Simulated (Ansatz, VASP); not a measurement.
## One calculation of TaN, two programs

Contents of INCAR:

```
SYSTEM = TaN
PREC     = Accurate       ! precision mode
ENCUT    = 520            ! plane-wave cutoff, eV
EDIFF    = 1E-6           ! SCF threshold, eV
ISMEAR   = 0              ! smearing method
SIGMA    = 0.1            ! smearing width, eV
LREAL    = .FALSE.        ! projectors in reciprocal space
LASPH    = .TRUE.         ! aspherical terms in the spheres
NELM     = 80             ! most SCF steps
ALGO     = Normal         ! electronic algorithm
ISIF     = 2              ! what is computed and relaxed
LWAVE    = .FALSE.        ! write WAVECAR
LCHARG   = .FALSE.        ! write CHGCAR
GGA      = PE             ! functional
NBANDS   = 24             ! bands
```

The input KPOINTS:

```
Automatic mesh
0
G
  21 21 12
  0 0 0
```

File POSCAR:

```
TaN
1.0
    3.0500010905      0.0000000000      0.0000000000
   -1.5250005453      2.6413784260      0.0000000000
    0.0000000000      0.0000000000      4.9400000000
Ta N
2 2
Direct
    0.3333333333      0.6666666667      0.0000000000
    0.6666666667      0.3333333333      0.5000000000
    0.3333333333      0.6666666667      0.3850000000
    0.6666666667      0.3333333333      0.8850000000
```

Input for Ansatz:

```yaml
crystal:
  lattice:
    - [3.0500010905, 0.0, 0.0]
    - [-1.5250005453, 2.641378426, 0.0]
    - [0.0, 0.0, 4.94]
  atoms:
    - { symbol: Ta, position: [0.3333333333, 0.6666666667, 0.0] }
    - { symbol: Ta, position: [0.6666666667, 0.3333333333, 0.5] }
    - { symbol: "N", position: [0.3333333333, 0.6666666667, 0.385] }
    - { symbol: "N", position: [0.6666666667, 0.3333333333, 0.885] }
basis:
  ecutwfc: 420
kpoints:
  mp_grid: { grid: [21, 21, 12] }
hamiltonian:
  xc: pbe
scf:
  occupations: { method: gaussian, width: 0.1 }
output:
  forces: true
  stress: true
  eigenvalues: true
```

Alike in both runs: task single point; functional PBE; k mesh 21 × 21 × 12; occupations gaussian, width 0.1 eV; no spin polarisation.

|  | VASP | Ansatz |
| --- | --- | --- |
| version | VASP 6.6.1 | Ansatz 0.2.0 |
| potentials or method | VASP PAW PBE potentials, release 64 (Ta_pv, N), cutoff 520 eV | scalar-relativistic, plane waves, PAW |
| valence electrons in the cell | 32 | 36 |

Ansatz gave:

```
gap on the k mesh at the Fermi level (eV) : none
rms of the force components (eV/Å)        : 1.347
```

Which values does VASP return?

gap on the k mesh at the Fermi level (eV): none; rms of the force components (eV/Å): 1.367.

Atom by atom the forces differ by 0.020 eV/Å (rms over components). A gap of «none» marks a metal or a gap that the smearing closes. VASP's potentials hold 32 valence electrons a cell and Ansatz's 36, so a difference there can come from the potentials and not from the codes.

Spin-orbit coupling is off throughout.
